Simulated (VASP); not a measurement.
# Rb in VASP: single point with PBEsol

Aim: the single point of Rb with PBEsol.

All numbers are computed with VASP 6.6.1; they aren't measurements. Logs are shortened: lines on timing, memory, paths and dates and some standing lists are left out, and cuts for length are marked.

**1. The cell of the first run**

The cell holds a slab with vacuum, 5 atoms: a = 8.047 Å, b = 4.992 Å, c = 25.515 Å, α = 90.00°, β = 90.00°, γ = 93.63°.

**2. Single point, PBEsol**

File INCAR:

```
SYSTEM = Rb
PREC     = Accurate       ! precision mode
ENCUT    = 520            ! plane-wave cutoff, eV
EDIFF    = 1E-7           ! SCF threshold, eV
ISMEAR   = 1              ! smearing method
SIGMA    = 0.05           ! smearing width, eV
LREAL    = .FALSE.        ! projectors in reciprocal space
LASPH    = .TRUE.         ! aspherical terms in the spheres
NELM     = 80             ! most SCF steps
ALGO     = Normal         ! electronic algorithm
ISIF     = 2              ! what is computed and relaxed
LWAVE    = .FALSE.        ! write WAVECAR
LCHARG   = .FALSE.        ! write CHGCAR
LDIPOL   = .TRUE.       
IDIPOL   = 3            
DIPOL    = 0.5 0.5 0.500
GGA      = PS             ! functional
NBANDS   = 30             ! bands
```

File KPOINTS:

```
Automatic mesh
0
G
  2 4 1
  0 0 0
```

File POSCAR:

```
Rb
1.0
    8.0465324364      0.0000000000      0.0000000000
   -0.3160585327      4.9815567252      0.0000000000
    0.0000000000      0.0000000000     25.5151340432
Rb
5
Direct
    0.0000000000      0.0000000000      0.3135394071
    0.4861834529      0.6482446039      0.4067697036
    0.9723669058      0.2964892077      0.5000000000
    0.4585503587      0.9447338116      0.5932302964
    0.9447338116      0.5929784155      0.6864605929
```

Potentials or basis: VASP PAW PBE potentials, release 64 (Rb_sv).

Started as:

```bash
> cat potpaw_PBE.64/Rb_sv/POTCAR > POTCAR
> mpirun -np 1 vasp_std > vasp.out
```

OUTCAR:

```text
SYSTEM = Rb
   PREC = Accurate
   ENCUT = 520
   EDIFF = 1E-7
   ISMEAR = 1
   LREAL = .FALSE.
   LASPH = .TRUE.
   NELM = 80
   ISIF = 2
   GGA = PS

 ion  position               nearest neighbor table
   1  0.000  0.000  0.314-   3 4.99   2 4.99   2 4.99   2 5.46
   2  0.486  0.648  0.407-   4 4.99   3 4.99   3 4.99   1 4.99   1 4.99   3 5.46   1 5.46
   3  0.972  0.296  0.500-   4 4.99   4 4.99   2 4.99   2 4.99   1 4.99   5 4.99   2 5.46   4 5.46

   4  0.459  0.945  0.593-   2 4.99   3 4.99   3 4.99   5 4.99   5 4.99   3 5.46   5 5.46
   5  0.945  0.593  0.686-   3 4.99   4 4.99   4 4.99   4 5.46

  Warning from LATTYP: Monoclinic adjustment (A1->A3, A2->A1, A3->A2)!
  LATTYP: Found a simple monoclinic cell.
 ALAT       =     4.9915729387
 B/A-ratio  =     5.1116420328
 C/A-ratio  =     1.6120234113
 COS(beta)  =    -0.0633184242

  Lattice vectors:

 A1 = (  -0.3160585327,   4.9815567252,   0.0000000000)
 A2 = (   0.0000000000,   0.0000000000,  25.5151340432)
 A3 = (   8.0465324364,   0.0000000000,   0.0000000000)

Analysis of symmetry for initial positions (statically):
=====================================================================
 Subroutine PRICEL returns:
 Original cell was already a primitive cell.

 Routine SETGRP: Setting up the symmetry group for a
 simple monoclinic supercell.

 Subroutine GETGRP returns: Found  2 space group operations
 (whereof  1 operations were pure point group operations)
 out of a pool of  4 trial point group operations.

The static configuration has the point symmetry C_1 .
 The point group associated with its full space group is S_2 .

Analysis of symmetry for dynamics (positions and initial velocities):
=====================================================================
 Subroutine PRICEL returns:
 Original cell was already a primitive cell.

 Routine SETGRP: Setting up the symmetry group for a
 simple monoclinic supercell.

 Subroutine GETGRP returns: Found  2 space group operations
 (whereof  1 operations were pure point group operations)
 out of a pool of  4 trial point group operations.

The dynamic configuration has the point symmetry C_1 .
 The point group associated with its full space group is S_2 .

 Subroutine INISYM returns: Found  2 space group operations
 (whereof  1 operations are pure point group operations),
 and found     1 'primitive' translations

----------------------------------------------------------------------------------------

                                     Primitive cell

  volume of cell :    1022.7552
[... 86 lines left out ...]
   PSTRESS=    0.0 pullay stress
   NELECT =      45.0000    total number of electrons
   NUPDOWN=      -1.0000    fix difference up-down
   EMIN   =  10.00;   EMAX   =-10.00  energy-range for DOS
   EFERMI =   0.00;   METHOD = LEGACY
   ISMEAR =     1;   SIGMA  =   0.05  broadening in eV -4-tet -1-fermi 0-gaus
   EFERMI_NEDOS =   21; number of points for ismear=-14 and -15
   IALGO  =     38    algorithm
   IMIX   =      4    mixing-type and parameters
     AMIX     =   0.40;   BMIX     =  1.00
     AMIX_MAG =   1.60;   BMIX_MAG =  1.00
  volume/ion in A,a.u.               =     204.55      1380.38
  Fermi-wavevector in a.u.,A,eV,Ry     =   0.577948  1.092163  4.544664  0.334023
  Thomas-Fermi vector in A             =   1.621056
   LORBIT       =      0    0 simple, 1 ext, 2 COOP (PROOUT), +10 PAW based schemes
   GGA     = PS    functional components
   LHFCALC =     F    Hartree Fock is set to
   AEXX    =    0.0000 exact exchange contribution
   IVDW    =     0    specifies the selected vdW correction
   LEPSILON=     F    determine dielectric tensor
   LRPA    =     F    only Hartree local field effects (RPA)
 non-spin polarized calculation
 Methfessel and Paxton  Order N= 1 SIGMA  =   0.05
  energy-cutoff  :      520.00
  volume of cell :     1022.76
 maximum number of plane-waves:     27588
 NGX is ok and might be reduce to    60
   NGX = 29   NGY = 19   NGZ = 95

 dipolmoment           0.000000      0.000000      0.000000 electrons x Angstroem

 number of electron      45.0000000 magnetization

 dipolmoment           0.000000      0.000000     -0.000000 electrons x Angstroem

 Free energy of the ion-electron system (eV)
  ---------------------------------------------------
  ext. energy  EPLUGINS =         0.00000000
  ---------------------------------------------------
  free energy    TOTEN  =        -4.57005754 eV

  energy without entropy =       -4.56754290  energy(sigma->0) =       -4.56921933

 E-fermi :  -1.1454     XC(G=0):  -3.0536

 val. band max:       -1.1710727680   @ k =   0.5000  -0.0000   0.0000
 cond. band min:      -1.1254314827   @ k =   0.5000   0.2500   0.0000
 fundamental gap:      0.0456412853
 Fermi energy:        -1.1453844040

 k-point     1 :       0.0000    0.0000    0.0000
  band No.  band energies     occupation
      1     -30.3134      2.00000
      2     -30.3134      2.00000
      3     -30.1010      2.00000
      4     -30.1002      2.00000
      5     -29.9845      2.00000
      6     -14.4119      2.00000
[... 187 lines left out ...]
     29       0.2330      0.00000
     30       0.3972      0.00000

------------------------ aborting loop because EDIFF is reached ----------------------------------------

 vacuum level on the upper side and lower side of the slab       (xc-potential included)        -0.249        -0.246

  FORCE on cell =-STRESS in cart. coord.  units (eV):
  Direction    XX          YY          ZZ          XY          YZ          ZX
  --------------------------------------------------------------------------------------
  -------------------------------------------------------------------------------------
  Total       -0.8586349     -0.7885529     -0.8532128      0.0674166     -0.0232867      0.1027640
  in kB       -1.3450779     -1.2352922     -1.3365839      0.1056102     -0.0364793      0.1609829
  external PRESSURE =      -1.3056513 kB  Pullay stress =       0.0000000 kB

 VOLUME and BASIS-vectors are now :
 -----------------------------------------------------------------------------
  energy-cutoff  :      520.00
  volume of cell :     1022.76
      direct lattice vectors                 reciprocal lattice vectors
     8.046532436  0.000000000  0.000000000     0.124277135  0.007884854  0.000000000
    -0.316058533  4.981556725  0.000000000     0.000000000  0.200740462  0.000000000
     0.000000000  0.000000000 25.515134043     0.000000000  0.000000000  0.039192426

 POSITION                                       TOTAL-FORCE (eV/Angst)
 -----------------------------------------------------------------------------------
      0.00000      0.00000      8.00000        -0.012016      0.014334      0.082480
      3.70721      3.22927     10.37878         0.002397     -0.023747      0.013032
      7.73047      1.47698     12.75757         0.000000      0.000000      0.000000
      3.39115      4.70625     15.13635        -0.002397      0.023747     -0.013032
      7.41442      2.95396     17.51513         0.012016     -0.014334     -0.082480
 -----------------------------------------------------------------------------------
    total drift:                                0.000000      0.000001     -0.000002

  FREE ENERGIE OF THE ION-ELECTRON SYSTEM (eV)
  ---------------------------------------------------
  free  energy   TOTEN  =        -4.5700575397 eV

  energy  without entropy=       -4.5675428980  energy(sigma->0) =       -4.56921933

 vacuum level on the upper side and lower side of the slab         0.725         0.721
```

Run time: 6 min. Hardware: 1 thread of Intel Xeon Platinum 8259CL at 2.50GHz (Skylake/Cascade Lake), shared host; peak memory 0.88 GiB.

Results:

```
Free energy            : -4.5701 eV
Largest force          : 0.085 eV/Å
Band gap on the k mesh : zero (an odd number of electrons rules out a gap without spin polarisation)
```

Forces in eV/Å, atoms in the order of the input:
```
Rb  -0.012  0.014  0.082
Rb   0.002 -0.024  0.013
Rb   0.000  0.000  0.000
Rb  -0.002  0.024 -0.013
Rb   0.012 -0.014 -0.082
```

Levels at points of the mesh, in eV from the Fermi level:
```
           k point  band 19  band 20  band 21  band 22  band 23  band 24  band 25  band 26
(0.00, 0.00, 0.00)   -12.92   -12.90    -1.71    -1.16    -0.36     0.48     0.55     0.90
(0.50, 0.00, 0.00)   -12.92   -12.90    -1.05    -1.00    -0.64    -0.41    -0.03     0.59
(0.00, 0.50, 0.00)   -12.92   -12.92    -0.03    -0.03     0.36     0.53     0.99     1.22
(0.50, 0.50, 0.00)   -12.92   -12.91     0.27     0.46     0.48     0.71     0.80     0.90
```

Caveat: the k points lie up to 0.39 Å⁻¹ apart, too coarse for converged energies and pressures of a metal; the PAW data sets were made with another functional, which shifts forces and pressure a little.
